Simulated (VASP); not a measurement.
Crystal: BaCd3Se4.

```
CELL_PARAMETERS angstrom
7.29029 0.00000 0.00000
-3.64514 6.31357 0.00000
0.00000 0.00000 5.62830
ATOMIC_POSITIONS crystal
Ba 0.00000 0.00000 0.00000
Cd 0.50000 0.00000 0.50000
Cd 0.00000 0.50000 0.50000
Cd 0.50000 0.50000 0.50000
Se 0.50000 0.00000 0.00000
Se 0.00000 0.50000 0.00000
Se 0.50000 0.50000 0.00000
Se 0.00000 0.00000 0.50000
```

The cell was generated, and may not be a known phase.

- Program: VASP 6.6.1
- Task: relaxation of cell and atoms
- Functional: PBE
- Potentials or basis: VASP PAW PBE potentials, release 64 (Ba_sv, Cd, Se)
- Cutoff: 600 eV
- k mesh: 2 × 2 × 2
- Occupations: gaussian, width 0.15 eV
- Spin: no spin polarisation

At the start: pressure -1.7 GPa; volume 32.38 Å³/atom.

Q: How do energy, volume and symmetry change on relaxing?

A: Over 6 steps the energy falls by 126.4 meV/atom and the volume is 27.55 Å³/atom (-14.9 %); space group P6/mmm (No. 191, to 0.1 Å) before and after.

Step by step:
```csv
step,energy change (eV),largest force (eV/Å),pressure (GPa),volume (Å³)
1,0.0000,0.0000,-1.67,259.06
2,-0.4081,0.0000,-1.86,246.42
3,-0.9541,0.0000,1.99,208.59
4,-0.9995,0.0000,0.41,217.42
5,-1.0003,0.0000,0.65,216.04
6,-1.0114,0.0000,-0.32,220.38
```

Final structure:
```yaml
crystal:
  lattice:
    - [6.47581, 0.00000, 0.00000]
    - [-3.23790, 5.60821, 0.00000]
    - [0.00000, 0.00000, 6.06799]
  atoms:
    - { symbol: Ba, position: [0.00000, 0.00000, 0.00000] }
    - { symbol: Cd, position: [0.50000, 0.00000, 0.50000] }
    - { symbol: Cd, position: [0.00000, 0.50000, 0.50000] }
    - { symbol: Cd, position: [0.50000, 0.50000, 0.50000] }
    - { symbol: Se, position: [0.50000, 0.00000, 0.00000] }
    - { symbol: Se, position: [0.00000, 0.50000, 0.00000] }
    - { symbol: Se, position: [0.50000, 0.50000, 0.00000] }
    - { symbol: Se, position: [0.00000, 0.00000, 0.50000] }
```

Caveat: the k points lie up to 0.56 Å⁻¹ apart in the final cell.
